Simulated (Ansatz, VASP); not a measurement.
## Two plane-wave programs on BAs

```
B As
1.0
     0.00000    2.38220    2.38220
     2.38220    0.00000    2.38220
     2.38220    2.38220    0.00000
B As
1 1
Cartesian
  0.0000 0.0000 0.0000
  1.1911 1.1911 1.1911
```

Alike in both runs: task single point; functional LDA; k mesh 6 × 6 × 6; occupations gaussian, width 0.05 eV; no spin polarisation.

|  | VASP | Ansatz |
| --- | --- | --- |
| version | VASP 6.6.1 | Ansatz 0.2.0 |
| potentials or method | VASP PAW LDA potentials, release 64 (B, As), cutoff 500 eV | scalar-relativistic, plane waves, PAW |
| valence electrons in the cell | 8 | 18 |

VASP gave:

```
gap on the k mesh at the Fermi level (eV) : 1.22
least direct gap on the mesh (eV)         : 3.26
pressure (GPa)                            : -2.0
```

Task: Which values does Ansatz return?

Result: gap on the k mesh at the Fermi level (eV): 1.22; least direct gap on the mesh (eV): 3.26; pressure (GPa): -2.8.

LDA's correlation is that of Perdew and Zunger in VASP and of Perdew and Wang (1992) in Ansatz. VASP's potentials hold 8 valence electrons a cell and Ansatz's 18, so a difference there can come from the potentials and not from the codes.
